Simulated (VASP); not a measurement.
# SiC (F-43m) in VASP: notebook

The runs below take SiC through single point, with PBE.

All numbers are computed with VASP 6.6.1; they aren't measurements. Logs are shortened: lines on timing, memory, paths and dates and some standing lists are left out, and cuts for length are marked.

**What was measured.**

From “Insight into the structural, elastic and electronic properties of a new orthorhombic 6O-SiC polytype”, 2020, pmc:7200658, for a bulk crystal of SiC: band gap 2.4 eV (indirect).

The results are compared with them further down.

## Step 1: The cell of the first run

The structure is cubic, space group F-43m (No. 216). Conventional cell: a = 4.380 Å, b = 4.380 Å, c = 4.380 Å, α = 90.00°, β = 90.00°, γ = 90.00°. Si (site symmetry -43m) has 4 C at 1.90 Å within 2.5 Å. Within 2.5 Å of C (site symmetry -43m) lie 4 Si at 1.90 Å.

## Step 2: Single point, PBE

INCAR

```
PREC = Accurate
ENCUT = 520
EDIFF = 1E-7
ISMEAR = 1
SIGMA = 0.005
LREAL = False
LASPH = True
NELM = 60
ALGO = Normal
ISIF = 2
LWAVE = False
LCHARG = False
GGA = PE
NBANDS = 11
```

KPOINTS

```
regular mesh
0
Gamma
  14 14 14
```

POSCAR

```
SiC
1.0
    0.0000000000      2.1898506880      2.1898506880
    2.1898506880      0.0000000000      2.1898506880
    2.1898506880      2.1898506880      0.0000000000
Si C
1 1
Direct
    0.0000000000      0.0000000000      0.0000000000
    0.7500000000      0.7500000000      0.7500000000
```

Potentials or basis: VASP PAW PBE potentials, release 64 (Si, C).

On the command line:

```bash
$ cat potpaw_PBE.64/Si/POTCAR potpaw_PBE.64/C/POTCAR > POTCAR
$ mpirun -np 1 vasp_std > vasp.out
```

OUTCAR:

```text
PREC = Accurate
   ENCUT = 520
   EDIFF = 1E-7
   ISMEAR = 1
   LREAL = False
   LASPH = True
   NELM = 60
   ISIF = 2
   GGA = PE

 ion  position               nearest neighbor table
   1  0.000  0.000  0.000-   2 1.90   2 1.90   2 1.90   2 1.90
   2  0.750  0.750  0.750-   1 1.90   1 1.90   1 1.90   1 1.90

  LATTYP: Found a face centered cubic cell.
 ALAT       =     4.3797013760

  Lattice vectors:

 A1 = (   0.0000000000,   2.1898506880,   2.1898506880)
 A2 = (   2.1898506880,   0.0000000000,   2.1898506880)
 A3 = (   2.1898506880,   2.1898506880,   0.0000000000)

Analysis of symmetry for initial positions (statically):
=====================================================================
 Subroutine PRICEL returns:
 Original cell was already a primitive cell.

 Routine SETGRP: Setting up the symmetry group for a
 face centered cubic supercell.

 Subroutine GETGRP returns: Found 24 space group operations
 (whereof 24 operations were pure point group operations)
 out of a pool of 48 trial point group operations.

The static configuration has the point symmetry T_d .

Analysis of symmetry for dynamics (positions and initial velocities):
=====================================================================
 Subroutine PRICEL returns:
 Original cell was already a primitive cell.

 Routine SETGRP: Setting up the symmetry group for a
 face centered cubic supercell.

 Subroutine GETGRP returns: Found 24 space group operations
 (whereof 24 operations were pure point group operations)
 out of a pool of 48 trial point group operations.

The dynamic configuration has the point symmetry T_d .

 Subroutine INISYM returns: Found 24 space group operations
 (whereof 24 operations are pure point group operations),
 and found     1 'primitive' translations

----------------------------------------------------------------------------------------

                                     Primitive cell

  volume of cell :      21.0026

  direct lattice vectors                    reciprocal lattice vectors
     0.000000000  2.189850688  2.189850688    -0.228326069  0.228326069  0.228326069
     2.189850688  0.000000000  2.189850688     0.228326069 -0.228326069  0.228326069
     2.189850688  2.189850688  0.000000000     0.228326069  0.228326069 -0.228326069

  length of vectors
     3.096916543  3.096916543  3.096916543     0.395472353  0.395472353  0.395472353

  position of ions in fractional coordinates (direct lattice)
     0.000000000  0.000000000  0.000000000
     0.750000000  0.750000000  0.750000000

  ion indices of the primitive-cell ions
   primitive index   ion index
                 1           1
                 2           2

----------------------------------------------------------------------------------------

 KPOINTS: regular mesh

Automatic generation of k-mesh.
 Grid dimensions read from file:
 generate k-points for:   14   14   14

 Generating k-lattice:

  Cartesian coordinates                     Fractional coordinates (reciprocal lattice)
    -0.016309005  0.016309005  0.016309005     0.071428571  0.000000000  0.000000000
     0.016309005 -0.016309005  0.016309005     0.000000000  0.071428571  0.000000000
     0.016309005  0.016309005 -0.016309005     0.000000000  0.000000000  0.071428571

  Length of vectors
     0.028248025  0.028248025  0.028248025

  Shift w.r.t. Gamma in fractional coordinates (k-lattice)
     0.000000000  0.000000000  0.000000000

 Subroutine IBZKPT returns following result:
 ===========================================

 Found    104 irreducible k-points:

 Following reciprocal coordinates:
            Coordinates               Weight
  0.000000  0.000000  0.000000      1.000000
  0.071429  0.000000  0.000000      8.000000
  0.142857  0.000000  0.000000      8.000000
  0.214286  0.000000  0.000000      8.000000
  0.285714  0.000000  0.000000      8.000000
  0.357143  0.000000  0.000000      8.000000
[... 16 lines left out ...]
  0.214286  0.142857  0.000000     24.000000
  0.285714  0.142857  0.000000     24.000000
 [... further k-points ...]
   k-points           NKPTS =    104   k-points in BZ     NKDIM =    104   number of bands    NBANDS=     11
   number of dos      NEDOS =    301   number of ions     NIONS =      2
   total plane-waves  NPLWV =  13824
   dimension x,y,z NGX =    24 NGY =   24 NGZ =   24
   dimension x,y,z NGXF=    48 NGYF=   48 NGZF=   48
   ions per type =               1   1
   NGX,Y,Z   is equivalent  to a cutoff of  12.88, 12.88, 12.88 a.u.
   NGXF,Y,Z  is equivalent  to a cutoff of  25.77, 25.77, 25.77 a.u.
 SYSTEM =  unknown system
   PREC   = accura    normal or accurate (medium, high low for compatibility)
   ISTART =      0    job   : 0-new  1-cont  2-samecut
   ICHARG =      2    charge: 1-file 2-atom 10-const
   ISPIN  =      1    spin polarized calculation?
   LNONCOLLINEAR =      F non collinear calculations
   LSORBIT =      F    spin-orbit coupling
   LASPH  =      T    aspherical Exc in radial PAW
   ENCUT  =  520.0 eV  38.22 Ry    6.18 a.u.   5.76  5.76  5.76*2*pi/ulx,y,z
   NELM   =     60;   NELMIN=  2; NELMDL= -5     # of ELM steps
   EDIFF  = 0.1E-06   stopping-criterion for ELM
   LREAL  =      F    real-space projection
   EDIFFG = 0.1E-05   stopping-criterion for IOM
   NSW    =      0    number of steps for IOM
   IBRION =     -1    ionic relax: 0-MD 1-quasi-New 2-CG
   NFREE  =      0    steps in history (QN), initial steepest desc. (CG)
   ISIF   =      2    stress and relaxation
   ISYM   =      2    0-nonsym 1-usesym 2-fastsym
   POTIM  = 0.5000    time-step for ionic-motion
   TEBEG  =    0.0;   TEEND  =   0.0 temperature during run
   PSTRESS=    0.0 pullay stress
   NELECT =       8.0000    total number of electrons
   NUPDOWN=      -1.0000    fix difference up-down
   EMIN   =  10.00;   EMAX   =-10.00  energy-range for DOS
   EFERMI =   0.00;   METHOD = LEGACY
   ISMEAR =     1;   SIGMA  =   0.01  broadening in eV -4-tet -1-fermi 0-gaus
   EFERMI_NEDOS =   21; number of points for ismear=-14 and -15
   IALGO  =     38    algorithm
   IMIX   =      4    mixing-type and parameters
     AMIX     =   0.40;   BMIX     =  1.00
     AMIX_MAG =   1.60;   BMIX_MAG =  1.00
  volume/ion in A,a.u.               =      10.50        70.87
  Fermi-wavevector in a.u.,A,eV,Ry     =   1.186717  2.242569 19.161032  1.408296
  Thomas-Fermi vector in A             =   2.322883
   LORBIT       =      0    0 simple, 1 ext, 2 COOP (PROOUT), +10 PAW based schemes
   GGA     = PE    functional components
   LHFCALC =     F    Hartree Fock is set to
   AEXX    =    0.0000 exact exchange contribution
   IVDW    =     0    specifies the selected vdW correction
   LEPSILON=     F    determine dielectric tensor
   LRPA    =     F    only Hartree local field effects (RPA)
 non-spin polarized calculation
 Methfessel and Paxton  Order N= 1 SIGMA  =   0.01
  energy-cutoff  :      520.00
  volume of cell :       21.00
 maximum number of plane-waves:       588
   NGX = 11   NGY = 11   NGZ = 11

 number of electron       8.0000001 magnetization

 Free energy of the ion-electron system (eV)
  ---------------------------------------------------
  ext. energy  EPLUGINS =         0.00000000
  ---------------------------------------------------
  free energy    TOTEN  =       -15.06098320 eV

  energy without entropy =      -15.06098352  energy(sigma->0) =      -15.06098331

 E-fermi :   7.9446     XC(G=0): -11.2913

 val. band max:        7.9404136601   @ k =   0.0000   0.0000   0.0000
 cond. band min:       9.3112009570   @ k =   0.5000   0.5000   0.0000
 fundamental gap:      1.3707872969
 Fermi energy:         7.9446226919

 k-point     1 :       0.0000    0.0000    0.0000
  band No.  band energies     occupation
      1      -7.3462      2.00000
      2       7.9404      2.00002
      3       7.9404      2.00002
      4       7.9404      1.99997
      5      13.9999      0.00000
      6      15.1452      0.00000
      7      15.1452      0.00000
      8      15.1452      0.00000
      9      22.3604      0.00000
     10      22.3604      0.00000
     11      24.1912      0.00000

 k-point     2 :       0.0714    0.0000    0.0000
  band No.  band energies     occupation
      1      -7.2476      2.00000
      2       7.3939      2.00000
      3       7.8700      2.00000
      4       7.8700      2.00000
      5      14.2165      0.00000
      6      15.2292      0.00000
      7      15.2762      0.00000
      8      15.2762      0.00000
      9      21.7728      0.00000
     10      21.7728      0.00000
     11      24.2477      0.00000

 k-point     3 :       0.1429    0.0000    0.0000
  band No.  band energies     occupation
      1      -6.9538      2.00000
      2       6.0946      2.00000
      3       7.6871      2.00000
      4       7.6871      2.00000
      5      14.2284      0.00000
      6      15.5703      0.00000
      7      15.5703      0.00000
      8      15.8529      0.00000
      9      20.9989      0.00000
     10      20.9989      0.00000
     11      23.7099      0.00000

 k-point     4 :       0.2143    0.0000    0.0000
  band No.  band energies     occupation
      1      -6.4721      2.00000
      2       4.5002      2.00000
      3       7.4536      2.00000
      4       7.4536      2.00000
      5      13.9509      0.00000
      6      15.7668      0.00000
      7      15.7668      0.00000
      8      16.7621      0.00000
      9      20.7858      0.00000
     10      20.7858      0.00000
     11      23.1193      0.00000
[... 239 lines left out ...]
 k-point    22 :       0.1429    0.1429    0.0000
  band No.  band energies     occupation
      1      -6.8227      2.00000
      2       6.5378      2.00000
      3       7.0791      2.00000
      4       7.0791      2.00000
      5      13.7798      0.00000
      6      15.1115      0.00000
      7      16.4671      0.00000
      8      16.4671      0.00000
      9      19.0028      0.00000
     10      22.9526      0.00000
     11      26.1449      0.00000

 k-point    23 :       0.2143    0.1429    0.0000
  band No.  band energies     occupation
      1      -6.4681      2.00000
      2       5.4564      2.00000
      3       6.7479      2.00000
      4       6.9076      2.00000
      5      13.4192      0.00000
      6      15.2147      0.00000
      7      16.7749      0.00000
      8      16.9748      0.00000
      9      18.9546      0.00000
     10      22.9736      0.00000
     11      25.7021      0.00000

 k-point    24 :       0.2857    0.1429    0.0000
  band No.  band energies     occupation
      1      -5.9321      2.00000
      2       4.0084      2.00000
      3       6.4853      2.00000
      4       6.6372      2.00000
      5      13.2481      0.00000
      6      15.4662      0.00000
      7      16.5775      0.00000
      8      17.1805      0.00000
      9      19.8115      0.00000
     10      23.1920      0.00000
     11      25.1577      0.00000

 [... further k-points ...]
[... 5 lines left out ...]
  --------------------------------------------------------------------------------------
  -------------------------------------------------------------------------------------
  Total       -0.0060183     -0.0060183     -0.0060183     -0.0000000     -0.0000000      0.0000000
  in kB       -0.4591068     -0.4591068     -0.4591068     -0.0000000     -0.0000000      0.0000000
  external PRESSURE =      -0.4591068 kB  Pullay stress =       0.0000000 kB

 VOLUME and BASIS-vectors are now :
 -----------------------------------------------------------------------------
  energy-cutoff  :      520.00
  volume of cell :       21.00
      direct lattice vectors                 reciprocal lattice vectors
     0.000000000  2.189850688  2.189850688    -0.228326069  0.228326069  0.228326069
     2.189850688  0.000000000  2.189850688     0.228326069 -0.228326069  0.228326069
     2.189850688  2.189850688  0.000000000     0.228326069  0.228326069 -0.228326069

 POSITION                                       TOTAL-FORCE (eV/Angst)
 -----------------------------------------------------------------------------------
      0.00000      0.00000      0.00000        -0.000000      0.000000      0.000000
      3.28478      3.28478      3.28478         0.000000     -0.000000     -0.000000
 -----------------------------------------------------------------------------------
    total drift:                               -0.000000     -0.000000     -0.000000

  FREE ENERGIE OF THE ION-ELECTRON SYSTEM (eV)
  ---------------------------------------------------
  free  energy   TOTEN  =       -15.0609832040 eV

  energy  without entropy=      -15.0609835209  energy(sigma->0) =      -15.06098331
```

Wall time 32 s (1 thread of AMD EPYC 7R13, shared host); peak memory 0.12 GiB.

Results:

```
Free energy            : -15.0610 eV
Pressure               : 0.0 GPa
Band gap on the k mesh : 1.37 eV, indirect (least direct gap 4.53 eV)
```

## Step 3: Single point, PBE (volume scaled by 1.040)

INCAR

```
SYSTEM = SiC
PREC     = Accurate       ! precision mode
ENCUT    = 520            ! plane-wave cutoff, eV
EDIFF    = 1E-6           ! SCF threshold, eV
ISMEAR   = 0              ! smearing method
SIGMA    = 0.05           ! smearing width, eV
LREAL    = .FALSE.        ! projectors in reciprocal space
LASPH    = .TRUE.         ! aspherical terms in the spheres
NELM     = 60             ! most SCF steps
ALGO     = Normal         ! electronic algorithm
ISIF     = 2              ! what is computed and relaxed
LWAVE    = .FALSE.        ! write WAVECAR
LCHARG   = .FALSE.        ! write CHGCAR
GGA      = PE             ! functional
NBANDS   = 11             ! bands
```

KPOINTS

```
Automatic mesh
0
G
  14 14 14
  0 0 0
```

POSCAR

```
SiC
1.0
    0.0000000000      2.2186678175      2.2186678175
    2.2186678175      0.0000000000      2.2186678175
    2.2186678175      2.2186678175      0.0000000000
Si C
1 1
Direct
    0.0000000000      0.0000000000      0.0000000000
    0.7500000000      0.7500000000      0.7500000000
```

Potentials or basis: VASP PAW PBE potentials, release 64 (Si, C).

On the command line:

```bash
$ cat potpaw_PBE.64/Si/POTCAR potpaw_PBE.64/C/POTCAR > POTCAR
$ mpirun -np 1 vasp_std > vasp.out
```

Wall time 32 s (1 thread of AMD EPYC 7R13, shared host); peak memory 0.12 GiB.

The run converged. Its results:

- Free energy: -15.0401 eV
- Pressure: -7.7 GPa
- Band gap on the k mesh: 1.41 eV, indirect (least direct gap 4.48 eV)

Levels at points of the mesh, in eV from the valence-band top:
```tsv
k point	band 1	band 2	band 3	band 4	band 5	band 6	band 7	band 8
(0.00, 0.00, 0.00)	-14.98	0.00	0.00	0.00	5.60	6.94	6.94	6.94
(0.50, 0.00, 0.00)	-11.62	-8.24	-1.04	-1.04	4.95	7.01	7.01	9.75
(0.50, 0.50, 0.00)	-10.22	-7.63	-3.08	-3.08	1.41	4.14	13.41	13.41
```

 A k mesh can miss the band edges.

## Step 4: How close it comes

Step 2. Against the measured gap of SiC, 2.4 eV (indirect; quoted in “Insight into the structural, elastic and electronic properties of a new orthorhombic 6O-SiC polytype”, 2020, pmc:7200658), the calculated 1.37 eV is off by -1.03 eV. The value is that of PBE on a finite k mesh, which can miss the band edges, without temperature or zero-point motion. Semilocal functionals fall short of measured gaps as a rule.
